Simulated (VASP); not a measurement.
**TiO2: relaxation of shape and atoms at fixed volume with PBE**

Crystal: TiO2.

```
Ti O
1.0
     2.63410   -2.63422   -0.01959
     2.63410    2.63422   -0.01959
    -2.59951    0.00000    4.60881
Ti O
2 4
Direct
  0.12501 0.87499 0.25000
  0.87499 0.12501 0.75000
  0.33706 0.08703 0.67408
  0.66294 0.91297 0.32592
  0.91297 0.66294 0.82592
  0.08703 0.33706 0.17408
```

```
Program                : VASP 6.6.1
Task                   : relaxation of shape and atoms at fixed volume
Functional             : PBE
Potentials or basis    : VASP PAW PBE potentials, release 64 (Ti_sv, O)
Cutoff                 : 600 eV
k mesh                 : 8 × 8 × 6
Occupations            : gaussian, width 0.02 eV
Spin                   : no spin polarisation
Dipole correction      : no
Further INCAR settings : ALGO = Normal; EDIFF = 1e-07; IBRION = 2; EDIFFG = -0.01; NSW = 50; ISIF = 4
```

- Energy gained by relaxing: 3.2 meV/atom
- Ionic steps: 6
- Pressure after relaxing: 18.3 GPa
- Largest force after relaxing: 0.006 eV/Å
- Band gap on the k mesh: 1.95 eV (least direct gap 2.48 eV)

Forces in eV/Å, atoms in the order of the input:
```
Ti   0.000  0.000  0.000
Ti   0.000  0.000  0.000
O    0.003 -0.002  0.005
O   -0.003  0.002 -0.005
O   -0.003 -0.002 -0.005
O    0.003  0.002  0.005
```

The path:
| step | energy change (eV) | largest force (eV/Å) | pressure (GPa) | volume (Å³) |
| --- | --- | --- | --- | --- |
| 1 | 0.0000 | 0.2445 | 20.99 | 63.69 |
| 2 | -0.0063 | 0.0307 | 20.22 | 63.69 |
| 3 | -0.0063 | 0.0081 | 20.14 | 63.69 |
| 4 | -0.0120 | 0.0073 | 19.66 | 63.69 |
| 5 | -0.0191 | 0.0062 | 18.21 | 63.69 |
| 6 | -0.0192 | 0.0064 | 18.29 | 63.69 |

Final structure:
```
CELL_PARAMETERS angstrom
2.65786 -2.65793 -0.02005
2.65786 2.65793 -0.02005
-2.62435 0.00000 4.52768
ATOMIC_POSITIONS crystal
Ti 0.12501 0.87499 0.25000
Ti 0.87499 0.12501 0.75000
O 0.34132 0.09135 0.68272
O 0.65868 0.90865 0.31728
O 0.90865 0.65868 0.81728
O 0.09135 0.34132 0.18272
```

Levels at points of the mesh, in eV from the valence-band top:
```tsv
k point	band 22	band 23	band 24	band 25	band 26	band 27
(0.00, 0.00, 0.00)	-0.73	-0.69	-0.69	1.95	2.91	3.68
(0.50, 0.00, 0.00)	-1.18	-0.98	-0.70	3.27	3.34	3.71
(0.50, 0.50, 0.00)	-2.42	0.00	0.00	3.63	3.63	4.07
(0.00, 0.00, 0.50)	-1.44	-0.31	-0.31	2.41	2.41	3.77
(0.50, 0.00, 0.50)	-1.18	-0.98	-0.70	3.27	3.34	3.71
(0.50, 0.50, 0.50)	-2.42	0.00	0.00	3.63	3.63	4.07
```

Wall time 6.8 min on 1 thread of Intel(R) Xeon(R) 6975P-C (Granite Rapids), on a shared host, peak memory 0.34 GiB.

A k mesh can miss the band edges.
